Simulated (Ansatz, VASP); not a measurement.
**MnO2: VASP beside Ansatz**

```
CELL_PARAMETERS angstrom
4.38329 0.00000 0.00000
0.00000 4.38329 0.00000
0.00000 0.00000 2.86113
ATOMIC_POSITIONS crystal
Mn 0.00000 0.00000 0.00000
Mn 0.50000 0.50000 0.50000
O 0.30476 0.30476 0.00000
O 0.19524 0.80476 0.50000
O 0.69524 0.69524 0.00000
O 0.80476 0.19524 0.50000
```

Alike in both runs: task single point; functional r2SCAN; dispersion D3(BJ); k mesh 6 × 6 × 10; occupations tetrahedron; collinear spin.

|  | VASP | Ansatz |
| --- | --- | --- |
| version | VASP 6.6.1 | Ansatz 0.2.0 |
| potentials or method | VASP PAW PBE potentials, release 64 (Mn_pv, O), cutoff 520 eV | scalar-relativistic, plane waves, PAW |
| valence electrons in the cell | 50 | 54 |

Ansatz gave:

```
gap on the k mesh at the Fermi level (eV)                     : 0.38
pressure (GPa)                                                : -1.4
traceless stress, the component that is largest in VASP (GPa) : -0.01
rms of the force components (eV/Å)                            : 0.000
net moment per atom (μB)                                      : 0.00
size of the moment on the site where the two differ most (μB) : 2.40
```

Q: Estimate VASP's values.

A: gap on the k mesh at the Fermi level (eV): 0.32; pressure (GPa): -0.3; traceless stress, the component that is largest in VASP (GPa): 0.36; rms of the force components (eV/Å): 0.014; net moment per atom (μB): 0.00; size of the moment on the site where the two differ most (μB): 2.70.

VASP's potentials were made for PBE, not for r2SCAN. Site moments also hang on the region over which each program counts them. Atom by atom the forces differ by 0.014 eV/Å (rms over components). VASP's potentials hold 50 valence electrons a cell and Ansatz's 54, so a difference there can come from the potentials and not from the codes. Ansatz's warnings: band table not solved further, dispersion damping borrowed, stability check not made, tetrahedron derivatives may miss energy slope.
